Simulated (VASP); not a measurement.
**BAs5: relaxation of cell and atoms with PBE**

Crystal: BAs5.

```
B As
1.0
     5.36751    0.00000    0.00000
    -2.68376    4.64840    0.00000
     0.00000    0.00000    7.03639
B As
1 5
Direct
  0.00000 0.00000 0.00000
  0.50000 0.00000 0.50000
  0.00000 0.50000 0.50000
  0.50000 0.50000 0.50000
  0.00000 0.00000 0.26691
  0.00000 0.00000 0.73309
```

The cell was generated, and may not be a known phase.

```yaml
Program: VASP 6.6.1
Task: relaxation of cell and atoms
Functional: PBE
Potentials_or_basis: VASP PAW PBE potentials, release 64 (B, As)
Cutoff: 600 eV
k_mesh: 6 × 6 × 4
Occupations: gaussian, width 0.1 eV
Spin: no spin polarisation
Dipole_correction: no
Further_INCAR_settings: ALGO = Normal; EDIFF = 1e-06; IBRION = 2; EDIFFG = -0.04; NSW = 90; ISIF = 3
```

```json
{"Relaxed volume": "29.24 Å³/atom", "Relaxed cell": "a = 5.391 Å, b = 5.391 Å, c = 6.970 Å, α = 90.00°, β = 90.00°, γ = 120.00°", "Space group after relaxing (to 0.1 Å)": "P6/mmm (No. 191)", "Energy gained by relaxing": "1.3 meV/atom", "Ionic steps": "5", "Pressure after relaxing": "-0.1 GPa", "Largest force after relaxing": "0.011 eV/Å", "Band gap on the k mesh": "zero (bands 14 and 15 overlap by 0.93 eV)"}
```

Forces on the atoms (eV/Å):
```
B    0.000  0.000  0.000
As   0.000  0.000  0.000
As   0.000  0.000  0.000
As   0.000  0.000  0.000
As   0.000  0.000  0.011
As   0.000  0.000 -0.011
```

Stress tensor (GPa, compression positive):
```
-0.11  0.00  0.00
 0.00 -0.11  0.00
 0.00  0.00  0.03
```

Step by step:
```tsv
step	energy change (eV)	largest force (eV/Å)	pressure (GPa)	volume (Å³)
1	0.0000	0.2781	0.18	175.56
2	-0.0031	0.0167	-0.20	176.38
3	-0.0033	0.0412	-0.13	176.21
4	-0.0059	0.0322	-0.11	175.95
5	-0.0076	0.0113	-0.06	175.46
```

Final structure:
```xyz
6
Lattice="5.3914 0.0000 0.0000 -2.6957 4.6691 0.0000 0.0000 0.0000 6.9699" Properties=species:S:1:pos:R:3 pbc="T T T"
B     0.0000    0.0000    6.9699
As    2.6957    0.0000    3.4850
As   -1.3479    2.3346    3.4850
As    1.3479    2.3346    3.4850
As    0.0000    0.0000    1.8907
As    0.0000    0.0000    5.0792
```

Levels at points of the mesh, in eV from the Fermi level:
```csv
k point,band 11,band 12,band 13,band 14,band 15,band 16,band 17,band 18
"(0.00, 0.00, 0.00)",-0.61,-0.61,-0.51,-0.45,-0.45,0.41,0.41,3.19
"(0.50, 0.00, 0.00)",-1.90,-1.58,-0.51,-0.42,-0.05,0.20,0.69,2.12
"(0.00, 0.00, 0.50)",-1.81,-1.78,-1.78,0.37,0.37,1.68,1.68,3.22
"(0.50, 0.00, 0.50)",-2.05,-0.91,-0.84,-0.51,-0.04,0.42,1.02,1.14
```

Wall time 2.4 min on 1 thread of Intel(R) Xeon(R) 6975P-C (Granite Rapids), with other jobs on the host, peak memory 0.39 GiB.
